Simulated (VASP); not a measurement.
Wanted: the native input for a VASP 6.6.1 run.

| Item | Value |
| --- | --- |
| Task | single point |
| Functional | PBE |
| Dispersion | D3(BJ) |
| Potentials or basis | VASP PAW PBE potentials, release 64 (C) |
| Cutoff | 520 eV |
| k mesh | 21 × 21 × 1 |
| Occupations | gaussian, width 0.1 eV |
| Spin | no spin polarisation |
| Dipole correction | yes |
| Further INCAR settings | ALGO = Normal; EDIFF = 1e-06; NBANDS = 11 |

The structure of C lies in POSCAR:

```
C
1.0
    2.3760000000      0.0000000000      0.0000000000
   -1.1880000000      2.0576763594      0.0000000000
    0.0000000000      0.0000000000     26.0024170307
C
2
Direct
    0.6666666667      0.3333333333      0.5192289817
    0.3333333333      0.6666666667      0.4807710183
```

The input as run:

INCAR

```
ALGO = Normal ; DIPOL = 0.5 0.5 0.500
EDIFF = 1E-6 ; ENCUT = 520
GGA = PE ; IDIPOL = 3
ISIF = 2 ; ISMEAR = 0
IVDW = 12 ; LASPH = T
LCHARG = F ; LDIPOL = T
LREAL = F ; LWAVE = F
NBANDS = 11 ; NELM = 80
PREC = Accurate ; SIGMA = 0.1
```

KPOINTS

```
k-points
0
Gamma
  21 21 1
```

Potentials or basis: VASP PAW PBE potentials, release 64 (C).

Run with:

```bash
$ cat potpaw_PBE.64/C/POTCAR > POTCAR
$ mpirun -np 1 vasp_std > vasp.out
```

Results of the run:

```json
{
  "Largest force": "6.829 eV/Å",
  "Band gap on the k mesh": "zero (bands 4 and 5 overlap by 3.55 eV)",
  "Dispersion energy per atom": "-0.092 eV"
}
```

Wall time 2 min on 1 thread of Intel Xeon 8259CL (shared host), peak memory 0.26 GiB.
